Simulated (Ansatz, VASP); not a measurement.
# Mg in VASP and in Ansatz

The input INCAR:

```
  PREC = Accurate
  ENCUT = 520
  EDIFF = 1E-6
  ISMEAR = 0
  SIGMA = 0.15
  LREAL = False
  LASPH = True
  NELM = 80
  ALGO = Normal
  ISIF = 2
  LWAVE = False
  LCHARG = True
  GGA = PS
  LELF = True
  LVHAR = True
  NBANDS = 7
```

File KPOINTS:

```
regular mesh
0
Gamma
  18 18 18
```

The input POSCAR:

```
Mg
1.0
   -1.7369500000      1.7369500000      1.9018000000
    1.7369500000     -1.7369500000      1.9018000000
    1.7369500000      1.7369500000     -1.9018000000
Mg
1
Direct
    0.0000000000      0.0000000000      0.0000000000
```

Input for Ansatz:

```yaml
crystal:
  lattice:
    - [-1.73695, 1.73695, 1.9018]
    - [1.73695, -1.73695, 1.9018]
    - [1.73695, 1.73695, -1.9018]
  atoms:
    - { symbol: Mg, position: [0.0, 0.0, 0.0] }
basis:
  ecutwfc: 520.0
kpoints:
  mp_grid: { grid: [18, 18, 18] }
hamiltonian:
  xc: pbesol
scf:
  occupations: { method: gaussian, width: 0.15 }
output:
  forces: true
  stress: true
  eigenvalues: true
```

Alike in both runs: task single point; functional PBEsol; k mesh 18 × 18 × 18; occupations gaussian, width 0.15 eV; no spin polarisation.

|  | VASP | Ansatz |
| --- | --- | --- |
| version | VASP 6.6.1 | Ansatz 0.2.0 |
| potentials or method | VASP PAW PBE potentials, release 64 (Mg), cutoff 520 eV | scalar-relativistic, plane waves, PAW |
| valence electrons in the cell | 2 | 10 |

|  | VASP | Ansatz | Ansatz less VASP |
| --- | --- | --- | --- |
| gap on the k mesh at the Fermi level (eV) | none | none | - |
| pressure (GPa) | -0.7 | -0.7 | +0.06 |
| traceless stress, the component that is largest in VASP (GPa) | 0.21 | 0.21 | +0.001 |

VASP's potentials were made for PBE, not for PBEsol. A gap of «none» marks a metal or a gap that the smearing closes. With one functional, cell and mesh, what is left measures potentials, basis and numerics. VASP's potentials hold 2 valence electrons a cell and Ansatz's 10, so a difference there can come from the potentials and not from the codes.
